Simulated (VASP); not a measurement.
# H17ClO8 in VASP: notebook

The runs below take H17ClO8 through single point, with PBE.

Everything below comes from runs of VASP 6.6.1. Logs are shortened: lines on timing, memory, paths and dates and some standing lists are left out, and cuts for length are marked.

## (1) The cell of the first run

The cell holds an amorphous packing of atoms, 26 atoms: a = 6.627 Å, b = 6.627 Å, c = 6.627 Å, α = 90.00°, β = 90.00°, γ = 90.00°.

## (2) Single point, PBE

File INCAR:

```
SYSTEM = H17ClO8
  PREC = Accurate
  ENCUT = 520
  EDIFF = 1E-6
  ISMEAR = -1
  SIGMA = 0.02
  LREAL = Auto
  LASPH = .TRUE.
  NELM = 80
  ALGO = Normal
  ISIF = 2
  LWAVE = .FALSE.
  LCHARG = .FALSE.
  GGA = PE
  NBANDS = 55
```

File KPOINTS:

```
regular mesh
0
G
  1 1 1
  0 0 0
```

File POSCAR:

```
H17ClO8
1.0
    6.6267050000      0.0000000000      0.0000000000
    0.0000000000      6.6267050000      0.0000000000
    0.0000000000      0.0000000000      6.6267050000
O H Cl
8 17 1
Direct
    0.3173824699      0.4153497100      0.1172830238
    0.6668019778      0.1039430607      0.4952838552
    0.3909786236      1.0309648611      1.0235856282
    0.3042537732      0.2282884178      0.6716761950
    0.7765246831      0.9651402922      0.8797434019
    0.5429395152      0.6676168624      0.4295951004
    0.9873534434      0.3300131815      0.9251958553
   -0.1297930118      0.4758926193      0.5636436208
    0.4317530356      0.4338958804      0.0271477303
    0.2014726776      0.4494843214      0.0451657347
    0.7460117811      0.0108198569      0.4076988488
    0.7349353864      0.2323175696      0.4876782654
    0.3742583984      1.1920102072      1.0225745676
    0.3226641295      1.0161611238      0.8918761285
    0.2823273407      0.3232526572      0.5560833023
    0.4024926415      0.1477657448      0.5873809080
    0.6642366002      0.9171979136      0.9560407472
    0.7101266768      1.0247325028      0.7500409329
    0.3928800211      0.7108962901      0.4203748318
    0.5478439134      0.5980951317      0.3031068985
    0.9108146507      0.3692332766      0.8117005359
    0.9414180954      0.1977000636      0.9549542344
   -0.2531122179      0.5605048059      0.5760177947
   -0.0310561584      0.5750218246      0.5991363732
    0.2464573268     -0.0628215682      0.1943198015
    0.1089078207     -0.1466188702      0.3485593519
```

Potentials or basis: VASP PAW PBE potentials, release 64 (O, H, Cl).

Command:

```console
$ cat potpaw_PBE.64/O/POTCAR potpaw_PBE.64/H/POTCAR potpaw_PBE.64/Cl/POTCAR > POTCAR
$ mpirun -np 1 vasp_gam > vasp.out
```

OUTCAR:

```text
SYSTEM = H17ClO8
   PREC = Accurate
   ENCUT = 520
   EDIFF = 1E-6
   ISMEAR = -1
   LREAL = Auto
   LASPH = .TRUE.
   NELM = 80
   ISIF = 2
   GGA = PE

 ion  position               nearest neighbor table
   1  0.317  0.415  0.117-  10 0.93   9 0.97
   2  0.667  0.104  0.495-  12 0.96  11 1.00
   3  0.391  0.031  0.024-  14 0.99  13 1.07
   4  0.304  0.228  0.672-  15 1.00  16 1.01
   5  0.777  0.965  0.880-  17 0.95  18 1.04
   6  0.543  0.668  0.430-  20 0.96  19 1.04
   7  0.987  0.330  0.925-  21 0.94  22 0.95
   8  0.870  0.476  0.564-  24 0.96  23 0.99
   9  0.432  0.434  0.027-   1 0.97
  10  0.201  0.449  0.045-   1 0.93
  11  0.746  0.011  0.408-   2 1.00
  12  0.735  0.232  0.488-   2 0.96
  13  0.374  0.192  0.023-   3 1.07
  14  0.323  0.016  0.892-   3 0.99
[... 10 lines left out ...]
  25  0.246  0.937  0.194-  26 1.48
  26  0.109  0.853  0.349-  25 1.48

  LATTYP: Found a simple cubic cell.
 ALAT       =     6.6267050000

  Lattice vectors:

 A1 = (   6.6267050000,   0.0000000000,   0.0000000000)
 A2 = (   0.0000000000,   6.6267050000,   0.0000000000)
 A3 = (   0.0000000000,   0.0000000000,   6.6267050000)

Analysis of symmetry for initial positions (statically):
=====================================================================
 Subroutine PRICEL returns:
 Original cell was already a primitive cell.

 Routine SETGRP: Setting up the symmetry group for a
 simple cubic supercell.

 Subroutine GETGRP returns: Found  1 space group operations
 (whereof  1 operations were pure point group operations)
 out of a pool of 48 trial point group operations.

The static configuration has the point symmetry C_1 .

Analysis of symmetry for dynamics (positions and initial velocities):
=====================================================================
 Subroutine PRICEL returns:
 Original cell was already a primitive cell.

 Routine SETGRP: Setting up the symmetry group for a
 simple cubic supercell.

 Subroutine GETGRP returns: Found  1 space group operations
 (whereof  1 operations were pure point group operations)
 out of a pool of 48 trial point group operations.

The dynamic configuration has the point symmetry C_1 .

 Subroutine INISYM returns: Found  1 space group operations
 (whereof  1 operations are pure point group operations),
 and found     1 'primitive' translations

----------------------------------------------------------------------------------------

                                     Primitive cell

  volume of cell :     290.9999

  direct lattice vectors                    reciprocal lattice vectors
     6.626705000  0.000000000  0.000000000     0.150904560  0.000000000  0.000000000
     0.000000000  6.626705000  0.000000000     0.000000000  0.150904560  0.000000000
     0.000000000  0.000000000  6.626705000     0.000000000  0.000000000  0.150904560

  length of vectors
     6.626705000  6.626705000  6.626705000     0.150904560  0.150904560  0.150904560

  position of ions in fractional coordinates (direct lattice)
     0.317382470  0.415349710  0.117283024
     0.666801978  0.103943061  0.495283855
     0.390978624  0.030964861  0.023585628
     0.304253773  0.228288418  0.671676195
     0.776524683  0.965140292  0.879743402
     0.542939515  0.667616862  0.429595100
[... 18 lines left out ...]
     0.246457327  0.937178432  0.194319802
     0.108907821  0.853381130  0.348559352

  ion indices of the primitive-cell ions
   primitive index   ion index
                 1           1
                 2           2
                 3           3
                 4           4
                 5           5
                 6           6
[... 18 lines left out ...]
                25          25
                26          26

----------------------------------------------------------------------------------------

 KPOINTS: regular mesh

Automatic generation of k-mesh.
 Grid dimensions read from file:
 generate k-points for:    1    1    1

 Generating k-lattice:

  Cartesian coordinates                     Fractional coordinates (reciprocal lattice)
     0.150904560  0.000000000  0.000000000     1.000000000  0.000000000  0.000000000
     0.000000000  0.150904560  0.000000000     0.000000000  1.000000000  0.000000000
     0.000000000  0.000000000  0.150904560     0.000000000  0.000000000  1.000000000

  Length of vectors
     0.150904560  0.150904560  0.150904560

  Shift w.r.t. Gamma in fractional coordinates (k-lattice)
     0.000000000  0.000000000  0.000000000

 Subroutine IBZKPT returns following result:
 ===========================================

 Found      1 irreducible k-points:

 Following reciprocal coordinates:
            Coordinates               Weight
  0.000000  0.000000  0.000000      1.000000
   k-points           NKPTS =      1   k-points in BZ     NKDIM =      1   number of bands    NBANDS=     55
   number of dos      NEDOS =    301   number of ions     NIONS =     26
   total plane-waves  NPLWV = 125000
   dimension x,y,z NGX =    50 NGY =   50 NGZ =   50
   dimension x,y,z NGXF=   100 NGYF=  100 NGZF=  100
   ions per type =               8  17   1
   NGX,Y,Z   is equivalent  to a cutoff of  12.54, 12.54, 12.54 a.u.
   NGXF,Y,Z  is equivalent  to a cutoff of  25.09, 25.09, 25.09 a.u.
 SYSTEM =  H17ClO8
   PREC   = accura    normal or accurate (medium, high low for compatibility)
   ISTART =      0    job   : 0-new  1-cont  2-samecut
   ICHARG =      2    charge: 1-file 2-atom 10-const
   ISPIN  =      1    spin polarized calculation?
   LNONCOLLINEAR =      F non collinear calculations
   LSORBIT =      F    spin-orbit coupling
   LASPH  =      T    aspherical Exc in radial PAW
   ENCUT  =  520.0 eV  38.22 Ry    6.18 a.u.  12.32 12.32 12.32*2*pi/ulx,y,z
   NELM   =     80;   NELMIN=  2; NELMDL= -5     # of ELM steps
   EDIFF  = 0.1E-05   stopping-criterion for ELM
   LREAL  =      T    real-space projection
   EDIFFG = 0.1E-04   stopping-criterion for IOM
   NSW    =      0    number of steps for IOM
   IBRION =     -1    ionic relax: 0-MD 1-quasi-New 2-CG
   NFREE  =      0    steps in history (QN), initial steepest desc. (CG)
   ISIF   =      2    stress and relaxation
   ISYM   =      2    0-nonsym 1-usesym 2-fastsym
   POTIM  = 0.5000    time-step for ionic-motion
   TEBEG  =    0.0;   TEEND  =   0.0 temperature during run
   PSTRESS=    0.0 pullay stress
   NELECT =      72.0000    total number of electrons
   NUPDOWN=      -1.0000    fix difference up-down
   EMIN   =  10.00;   EMAX   =-10.00  energy-range for DOS
   EFERMI =   0.00;   METHOD = LEGACY
   ISMEAR =    -1;   SIGMA  =   0.02  broadening in eV -4-tet -1-fermi 0-gaus
   EFERMI_NEDOS =   21; number of points for ismear=-14 and -15
   IALGO  =     38    algorithm
   IMIX   =      4    mixing-type and parameters
     AMIX     =   0.40;   BMIX     =  1.00
     AMIX_MAG =   1.60;   BMIX_MAG =  1.00
  volume/ion in A,a.u.               =      11.19        75.53
  Fermi-wavevector in a.u.,A,eV,Ry     =   1.027751  1.942168 14.371462  1.056273
  Thomas-Fermi vector in A             =   2.161712
   LORBIT       =      0    0 simple, 1 ext, 2 COOP (PROOUT), +10 PAW based schemes
   GGA     = PE    functional components
   LHFCALC =     F    Hartree Fock is set to
   AEXX    =    0.0000 exact exchange contribution
   IVDW    =     0    specifies the selected vdW correction
   LEPSILON=     F    determine dielectric tensor
   LRPA    =     F    only Hartree local field effects (RPA)
 non-spin polarized calculation
  energy-cutoff  :      520.00
  volume of cell :      291.00
 maximum number of plane-waves:      3905
 NGX is ok and might be reduce to    50
   NGX = 25   NGY = 25   NGZ = 25

 number of electron      72.0000006 magnetization

 Free energy of the ion-electron system (eV)
  ---------------------------------------------------
  ext. energy  EPLUGINS =         0.00000000
  ---------------------------------------------------
  free energy    TOTEN  =      -121.41806319 eV

  energy without entropy =     -121.41806319  energy(sigma->0) =     -121.41806319

 E-fermi :  -2.7061     XC(G=0):  -6.6840

 val. band max:       -3.1916883678   @ k =   0.0000   0.0000   0.0000
 cond. band min:       0.9160595592   @ k =   0.0000   0.0000   0.0000
 fundamental gap:      4.1077479269
 Fermi energy:        -2.7061021693

 k-point     1 :       0.0000    0.0000    0.0000
  band No.  band energies     occupation
      1     -22.9745      2.00000
      2     -22.6096      2.00000
      3     -22.3029      2.00000
      4     -22.1145      2.00000
      5     -22.0181      2.00000
      6     -21.5673      2.00000
[... 40 lines left out ...]
     47       6.4508      0.00000
     48       6.6959      0.00000
 [bands above 48 left out]

------------------------ aborting loop because EDIFF is reached ----------------------------------------

  FORCE on cell =-STRESS in cart. coord.  units (eV):
  Direction    XX          YY          ZZ          XY          YZ          ZX
  --------------------------------------------------------------------------------------
  -------------------------------------------------------------------------------------
  Total        2.3995777      2.4231878      0.0088692      0.7174691      0.8847839      2.6931890
  in kB       13.2115109     13.3415026      0.0488318      3.9502165      4.8714123     14.8280657
  external PRESSURE =       8.8672818 kB  Pullay stress =       0.0000000 kB

 VOLUME and BASIS-vectors are now :
 -----------------------------------------------------------------------------
  energy-cutoff  :      520.00
  volume of cell :      291.00
      direct lattice vectors                 reciprocal lattice vectors
     6.626705000  0.000000000  0.000000000     0.150904560  0.000000000  0.000000000
     0.000000000  6.626705000  0.000000000     0.000000000  0.150904560  0.000000000
     0.000000000  0.000000000  6.626705000     0.000000000  0.000000000  0.150904560

 POSITION                                       TOTAL-FORCE (eV/Angst)
 -----------------------------------------------------------------------------------
      2.10320      2.75240      0.77720         3.229307     -0.503945      1.652146
      4.41870      0.68880      3.28210         0.092165     -1.101130     -0.527978
      2.59090      0.20519      0.15630        -1.138239      1.512882     -0.196029
      2.01620      1.51280      4.45100         1.087024      0.134347     -2.480737
      5.14580      6.39570      5.82980         0.257786      0.748225     -2.222474
      3.59790      4.42410      2.84680        -2.221441      0.905058      0.339787
[... 18 lines left out ...]
      1.63320      6.21040      1.28770        -0.504183     -0.039370      0.320594
      0.72170      5.65510      2.30980         0.936123      0.600575     -1.113147
 -----------------------------------------------------------------------------------
    total drift:                               -0.010249      0.001485     -0.004157

  FREE ENERGIE OF THE ION-ELECTRON SYSTEM (eV)
  ---------------------------------------------------
  free  energy   TOTEN  =      -121.4180631904 eV

  energy  without entropy=     -121.4180631903  energy(sigma->0) =     -121.41806319
```

It took 18 s on 1 thread of Intel Xeon 6975P-C (Granite Rapids), shared host; peak memory 0.32 GiB.

Results:

```yaml
Free_energy: -121.4181 eV
Pressure: 0.9 GPa
Largest_force: 3.662 eV/Å
Band_gap_on_the_k_mesh: 4.11 eV
```

Forces on the atoms (eV/Å):
```
O    3.229 -0.504  1.652
O    0.092 -1.101 -0.528
O   -1.138  1.513 -0.196
O    1.087  0.134 -2.481
O    0.258  0.748 -2.222
O   -2.221  0.905  0.340
O    1.018  1.118  1.640
O   -1.164  0.139  0.274
H   -0.034  0.550 -0.198
H   -2.657  0.288 -1.615
H   -0.581  0.515  0.595
H    0.583  0.631 -0.015
H   -0.061 -2.163  1.098
H   -0.019 -0.428  0.240
H   -0.560 -0.171  1.180
H   -0.169  0.032  0.971
H   -0.823 -0.055  0.631
H    1.053 -0.857  1.434
H    1.732 -0.234  0.536
H    0.376 -0.670 -0.723
H   -0.783  0.543 -1.623
H   -0.554 -1.574  0.308
H   -0.134 -0.331 -0.495
H    1.039  0.411 -0.009
H   -0.504 -0.039  0.321
Cl   0.936  0.601 -1.113
```

Levels at points of the mesh, in eV from the valence-band top:
| k point | band 32 | band 33 | band 34 | band 35 | band 36 | band 37 | band 38 | band 39 | band 40 | band 41 |
| --- | --- | --- | --- | --- | --- | --- | --- | --- | --- | --- |
| (0.00, 0.00, 0.00) | -0.98 | -0.89 | -0.46 | -0.13 | 0.00 | 4.11 | 6.65 | 7.09 | 7.33 | 7.73 |

Caveat: the k points lie up to 0.95 Å⁻¹ apart.

## (3) Single point, PBE

File INCAR:

```
SYSTEM = H17ClO8
PREC     = Accurate       ! precision mode
ENCUT    = 520            ! plane-wave cutoff, eV
EDIFF    = 1E-6           ! SCF threshold, eV
ISMEAR   = -1             ! smearing method
SIGMA    = 0.02           ! smearing width, eV
LREAL    = Auto         
LASPH    = .True.         ! aspherical terms in the spheres
NELM     = 100            ! most SCF steps
ALGO     = Normal         ! electronic algorithm
ISIF     = 2              ! what is computed and relaxed
LWAVE    = .False.        ! write WAVECAR
LCHARG   = .False.        ! write CHGCAR
GGA      = PE             ! functional
NBANDS   = 55             ! bands
```

File KPOINTS:

```
Automatic mesh
0
Gamma
  1 1 1
  0 0 0
```

File POSCAR:

```
H17ClO8
1.0
    6.6267050000      0.0000000000      0.0000000000
    0.0000000000      6.6267050000      0.0000000000
    0.0000000000      0.0000000000      6.6267050000
O H Cl
8 17 1
Direct
    0.3084338295      0.4416523747      0.1186109839
    0.6426723387      0.0601656479      0.5406608563
    0.3285343168      1.0260453725      1.0874786187
    0.3013111343      0.2280771515      0.6247599674
    0.7865447458      0.9001456984      0.8882695095
    0.5610329719      0.6981297643      0.3806114804
    0.9498687508      0.3521961518      0.9089434342
   -0.1721971930      0.4759680716      0.5557664028
    0.3180766308      0.4968985340     -0.0206135628
    0.1642445227      0.3923820360      0.1225043215
    0.6300265366     -0.0622481309      0.4412751133
    0.7478829977      0.1413070297      0.4590667609
    0.2980666862      1.1731471372      1.0989322748
    0.3028503608      0.9721875351      0.9484955193
    0.1951346861      0.1359348273      0.5852229728
    0.4303345328      0.2036457033      0.5502432959
    0.7001971568      0.9633596184      0.9851049654
    0.7540851751      0.9715084646      0.7661273589
    0.4828644100      0.7083761839      0.4933824578
    0.4658121947      0.6497346721      0.2776794802
    0.8867302830      0.4230156616      0.7998696185
    0.8578320598      0.2435448688      0.9504120072
   -0.2957578465      0.5422453542      0.5332514425
   -0.0718607513      0.5505451050      0.4680455822
    0.2225691350     -0.0837973020      0.2083690160
    0.0935457365     -0.1625694821      0.3451338184
```

Potentials or basis: VASP PAW PBE potentials, release 64 (O, H, Cl).

Command:

```console
$ cat potpaw_PBE.64/O/POTCAR potpaw_PBE.64/H/POTCAR potpaw_PBE.64/Cl/POTCAR > POTCAR
$ mpirun -np 1 vasp_gam > vasp.out
```

It took 17 s on 1 thread of Intel Xeon 6975P-C (Granite Rapids), shared host; peak memory 0.32 GiB.

Results (log left out):

```yaml
Free_energy: -121.2822 eV
Pressure: 2.1 GPa
Largest_force: 3.985 eV/Å
Band_gap_on_the_k_mesh: 3.99 eV
```

Forces on the atoms (eV/Å):
```
O   -0.717 -0.270 -0.553
O    2.050 -0.211 -3.255
O    0.709 -0.515 -1.484
O    0.327  0.969  0.371
O    0.659 -0.669  0.630
O    1.568 -0.070 -3.012
O    0.445 -1.294  2.178
O    2.911 -0.694 -0.358
H   -0.213 -0.664  0.689
H    0.594  1.174 -0.375
H   -0.133  1.166  1.268
H   -1.268 -0.615  1.550
H    0.479 -0.170 -0.626
H    0.081  1.191  0.868
H    0.169 -0.171 -0.403
H   -0.933 -0.676  0.411
H   -0.572  0.090  0.781
H   -0.276  0.380 -1.222
H   -2.539  0.323  3.054
H    0.057 -0.311 -0.049
H   -0.461  0.616 -1.284
H    0.403  0.362 -0.376
H   -1.352  0.853 -0.788
H   -1.008 -0.623  0.943
H    0.567  0.750 -0.702
Cl  -1.548 -0.918  1.744
```

Stress tensor (GPa, compression positive):
```
 2.71 -2.45 -0.50
-2.45  1.11 -1.55
-0.50 -1.55  2.50
```

Levels at points of the mesh, in eV from the valence-band top:
| k point | band 34 | band 35 | band 36 | band 37 | band 38 | band 39 |
| --- | --- | --- | --- | --- | --- | --- |
| (0.00, 0.00, 0.00) | -0.46 | -0.04 | 0.00 | 3.99 | 6.48 | 7.26 |

Caveat: the k points lie up to 0.95 Å⁻¹ apart.

(Part 1 of 2 ends here.)
